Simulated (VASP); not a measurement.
# Sn3Te (I4/mmm) in VASP: settings compared, part 2 of 2

VASP 6.6.1. Earlier steps stand in the parts before.

## (3) Single point, LDA

This run uses another cell than the first one, of 29.21 Å³/atom, 0.980 times its volume.

File INCAR:

```
PREC = Accurate ; ENCUT = 520
EDIFF = 1E-6 ; ISMEAR = -1
SIGMA = 0.05 ; LREAL = False
LASPH = True ; NELM = 60
ALGO = Fast ; ISIF = 2
LWAVE = False ; LCHARG = False
GGA = CA ; NBANDS = 32
```

File KPOINTS:

```
regular mesh
0
Gamma
  8 8 8
```

File POSCAR:

```
Sn3Te
1.0
   -2.3009040000      2.3009040000      5.5164940000
    2.3009040000     -2.3009040000      5.5164940000
    2.3009040000      2.3009040000     -5.5164940000
Te Sn
1 3
Direct
    0.0000000000      0.0000000000      0.0000000000
    0.5000000000      0.5000000000      0.0000000000
    0.2500000000      0.7500000000      0.5000000000
    0.7500000000      0.2500000000      0.5000000000
```

Potentials or basis: VASP PAW LDA potentials, release 64 (Te, Sn_d).

Started as:

```console
$ cat potpaw_LDA.64/Te/POTCAR potpaw_LDA.64/Sn_d/POTCAR > POTCAR
$ mpirun -np 1 vasp_std > vasp.out
```

OUTCAR:

```text
PREC = Accurate
   ENCUT = 520
   EDIFF = 1E-6
   ISMEAR = -1
   LREAL = False
   LASPH = True
   NELM = 60
   ISIF = 2
   GGA = CA

 ion  position               nearest neighbor table
   1  0.000  0.000  0.000-   2 3.25   2 3.25   2 3.25   2 3.25   4 3.59   3 3.59   4 3.59   3 3.59
                             4 3.59   4 3.59   3 3.59   3 3.59
   2  0.500  0.500  0.000-   1 3.25   1 3.25   1 3.25   1 3.25   4 3.59   3 3.59   4 3.59   4 3.59
                             3 3.59   3 3.59   4 3.59   3 3.59
   3  0.250  0.750  0.500-   4 3.25   4 3.25   4 3.25   4 3.25   2 3.59   1 3.59   2 3.59   2 3.59
                             1 3.59   1 3.59   2 3.59   1 3.59
   4  0.750  0.250  0.500-   3 3.25   3 3.25   3 3.25   3 3.25   2 3.59   1 3.59   2 3.59   1 3.59
                             2 3.59   2 3.59   1 3.59   1 3.59

  LATTYP: Found a body centered tetragonal cell.
 ALAT       =     4.6018080000
 C/A-ratio  =     2.3975333173

  Lattice vectors:

 A1 = (  -2.3009040000,   2.3009040000,   5.5164940000)
 A2 = (   2.3009040000,  -2.3009040000,   5.5164940000)
 A3 = (   2.3009040000,   2.3009040000,  -5.5164940000)

Analysis of symmetry for initial positions (statically):
[... 179 lines left out ...]
 val. band max:        7.2233519700   @ k =  -0.2500   0.3750   0.2500
 cond. band min:       7.2576379167   @ k =  -0.1250   0.3750   0.1250
 fundamental gap:      0.0342859467
 Fermi energy:         7.2306817509

 k-point     1 :       0.0000    0.0000    0.0000
  band No.  band energies     occupation
      1     -14.3820      2.00000
      2     -14.3563      2.00000
      3     -14.3148      2.00000
      4     -14.3127      2.00000
      5     -14.3063      2.00000
      6     -14.3063      2.00000
[... 829 lines left out ...]
     31      11.9872      0.00000
     32      14.8603      0.00000

 [... further k-points ...]

------------------------ aborting loop because EDIFF is reached ----------------------------------------

  FORCE on cell =-STRESS in cart. coord.  units (eV):
  Direction    XX          YY          ZZ          XY          YZ          ZX
  --------------------------------------------------------------------------------------
  -------------------------------------------------------------------------------------
  Total       -3.1007704     -3.1007704     -2.9264362      0.0000000      0.0000000     -0.0000000
  in kB      -42.5265396    -42.5265396    -40.1355768      0.0000000      0.0000000     -0.0000000
  external PRESSURE =     -41.7295520 kB  Pullay stress =       0.0000000 kB

 VOLUME and BASIS-vectors are now :
 -----------------------------------------------------------------------------
  energy-cutoff  :      520.00
  volume of cell :      116.82
      direct lattice vectors                 reciprocal lattice vectors
    -2.300904000  2.300904000  5.516494000     0.000000000  0.217305894  0.090637278
     2.300904000 -2.300904000  5.516494000     0.217305894  0.000000000  0.090637278
     2.300904000  2.300904000 -5.516494000     0.217305894  0.217305894  0.000000000

 POSITION                                       TOTAL-FORCE (eV/Angst)
 -----------------------------------------------------------------------------------
      0.00000      0.00000      0.00000         0.000000     -0.000000     -0.000000
      0.00000      0.00000      5.51649         0.000000     -0.000000     -0.000000
      2.30090      0.00000      2.75825        -0.000000      0.000000     -0.000000
      0.00000      2.30090      2.75825        -0.000000     -0.000000      0.000000
 -----------------------------------------------------------------------------------
    total drift:                                0.000000     -0.000000      0.000000

  FREE ENERGIE OF THE ION-ELECTRON SYSTEM (eV)
  ---------------------------------------------------
  free  energy   TOTEN  =       -16.9760027335 eV

  energy  without entropy=      -16.9587597812  energy(sigma->0) =      -16.96738126
```

OSZICAR:

```text
N       E                     dE             d eps       ncg     rms          rms(c)
DAV:   1     0.442781532191E+03    0.44278E+03   -0.23303E+04  3920   0.209E+03
DAV:   2     0.414723038453E+02   -0.40131E+03   -0.38905E+03  3792   0.538E+02
DAV:   3    -0.144066973881E+02   -0.55879E+02   -0.54070E+02  4536   0.173E+02
DAV:   4    -0.169549735208E+02   -0.25483E+01   -0.25307E+01  4288   0.395E+01
DAV:   5    -0.170478960098E+02   -0.92922E-01   -0.92914E-01  5632   0.778E+00    0.599E+00
RMM:   6    -0.169923840711E+02    0.55512E-01   -0.64789E-02  4501   0.209E+00    0.364E+00
RMM:   7    -0.169764352027E+02    0.15949E-01   -0.50697E-02  4402   0.153E+00    0.373E-01
RMM:   8    -0.169757519479E+02    0.68325E-03   -0.70915E-03  4945   0.863E-01    0.108E-01
RMM:   9    -0.169759664611E+02   -0.21451E-03   -0.26205E-03  5757   0.376E-01    0.904E-02
RMM:  10    -0.169759980604E+02   -0.31599E-04   -0.43108E-04  5298   0.168E-01    0.301E-02
RMM:  11    -0.169759975960E+02    0.46440E-06   -0.13539E-04  5473   0.100E-01    0.269E-02
RMM:  12    -0.169760024835E+02   -0.48875E-05   -0.49199E-05  5727   0.409E-02    0.300E-02
RMM:  13    -0.169760027335E+02   -0.24998E-06   -0.30773E-06  3050   0.137E-02
   1 F= -.16976003E+02 E0= -.16967381E+02  d E =-.172430E-01
```

stdout:

```text
POSCAR found type information on POSCAR TeSn
 POSCAR found :  2 types and       4 ions
 scaLAPACK will be used
 LDA part: xc-table for (Slater(with rela. corr.)+CA(PZ))
 , standard interpolation
 POSCAR, INCAR and KPOINTS ok, starting setup
 FFT: planning ... GRIDC
 FFT: planning ... GRID_SOFT
 FFT: planning ... GRID
 WAVECAR not read
 entering main loop
WARNING in EDDRMM: call to ZHEGV failed, returncode =   8  4     32
```

Run time: 3.9 min. Hardware: 1 thread of Intel Xeon Platinum 8559C (Emerald Rapids), shared host; peak memory 0.37 GiB.

Results:

```yaml
Free_energy: -16.9760 eV
Pressure: -4.2 GPa
Band_gap_on_the_k_mesh: zero (band 24 reaches 7.66 eV, above the bottom of band 25 at 6.76 eV)
```

Levels at points of the mesh, in eV from the Fermi level:
```csv
k point,band 22,band 23,band 24,band 25,band 26,band 27
"(0.00, 0.00, 0.00)",-3.04,-1.60,-1.60,-0.31,0.42,2.63
"(0.50, 0.00, 0.00)",-1.89,-0.86,-0.63,0.67,1.02,1.06
"(0.50, 0.50, 0.00)",-3.18,-2.44,-1.53,-0.47,2.51,2.62
"(0.50, 0.50, 0.50)",-1.06,-0.16,-0.16,0.49,1.51,1.96
```

Caveat: spin-orbit coupling is left out, which moves the levels of the heavy elements.

## (4) Single point, PBE

This run uses another cell than the first one, of 29.21 Å³/atom, 0.980 times its volume.

File INCAR:

```
ALGO     = Fast           # electronic algorithm
EDIFF    = 1E-7           # SCF threshold, eV
ENCUT    = 520            # plane-wave cutoff, eV
GGA      = PE             # functional
ISIF     = 2              # what is computed and relaxed
ISMEAR   = -1             # smearing method
LASPH    = T              # aspherical terms in the spheres
LCHARG   = F              # write CHGCAR
LREAL    = F              # projectors in reciprocal space
LWAVE    = F              # write WAVECAR
NBANDS   = 32             # bands
NELM     = 80             # most SCF steps
PREC     = Accurate       # precision mode
SIGMA    = 0.05           # smearing width, eV
```

File KPOINTS:

```
k-points
0
Gamma
  8 8 8
```

POSCAR is that of step 3.

Potentials or basis: VASP PAW PBE potentials, release 64 (Te, Sn_d).

Started as:

```console
$ cat potpaw_PBE.64/Te/POTCAR potpaw_PBE.64/Sn_d/POTCAR > POTCAR
$ mpirun -np 1 vasp_std > vasp.out
```

It took 4.6 min on 1 thread of Intel Xeon Platinum 8559C (Emerald Rapids), shared host; peak memory 0.43 GiB.

Results (log left out):

| Quantity | Value |
| --- | --- |
| Free energy | -14.4685 eV |
| Pressure | -0.4 GPa |
| Band gap on the k mesh | zero (band 24 reaches 7.92 eV, above the bottom of band 25 at 7.00 eV) |

Stress tensor (GPa, compression positive):
```
-0.35  0.00  0.00
 0.00 -0.35  0.00
 0.00  0.00 -0.64
```

Levels at points of the mesh, in eV from the Fermi level:
```csv
k point,band 20,band 21,band 22,band 23,band 24,band 25,band 26,band 27,band 28,band 29
"(0.00, 0.00, 0.00)",-4.05,-3.08,-3.08,-1.61,-1.61,-0.34,0.41,2.66,2.66,5.18
"(0.50, 0.00, 0.00)",-2.40,-2.25,-1.89,-0.88,-0.64,0.68,1.05,1.06,1.23,1.67
"(0.50, 0.50, 0.00)",-5.19,-4.63,-3.18,-2.44,-1.57,-0.48,2.54,2.66,4.83,5.15
"(0.50, 0.50, 0.50)",-3.73,-3.73,-1.08,-0.16,-0.16,0.52,1.53,2.00,3.48,3.48
```

Caveat: spin-orbit coupling is left out, which moves the levels of the heavy elements.

## (5) Summary

```tsv
level	potentials or basis	cell	further INCAR settings	gap on the mesh (eV)	pressure (GPa)
PBEsol	VASP PAW PBE potentials, release 64 (Te, Sn_d)	a = 6.447 Å, angles 137.9, 137.9, 61.1°, 4 atoms	ALGO = Fast; EDIFF = 1e-06; NBANDS = 32	none	-3.8
LDA	VASP PAW LDA potentials, release 64 (Te, Sn_d)	a = 6.405 Å, angles 137.9, 137.9, 61.1°, 4 atoms	ALGO = Fast; EDIFF = 1e-06; NBANDS = 32	none	-4.2
PBE	VASP PAW PBE potentials, release 64 (Te, Sn_d)	a = 6.405 Å, angles 137.9, 137.9, 61.1°, 4 atoms	ALGO = Fast; EDIFF = 1e-07; NBANDS = 32	none	-0.4
```

Alike in all rows: task single point; no spin polarisation; k mesh 8 × 8 × 8; cutoff (eV) 520; smearing fermi-dirac 0.05 eV.

Caveats: spin-orbit coupling is left out, which moves the levels of the heavy elements; the PAW data sets were made with another functional, which shifts forces and pressure a little (some runs).

Total energies depend on the potentials used, so only differences within one code and one set of settings carry meaning.
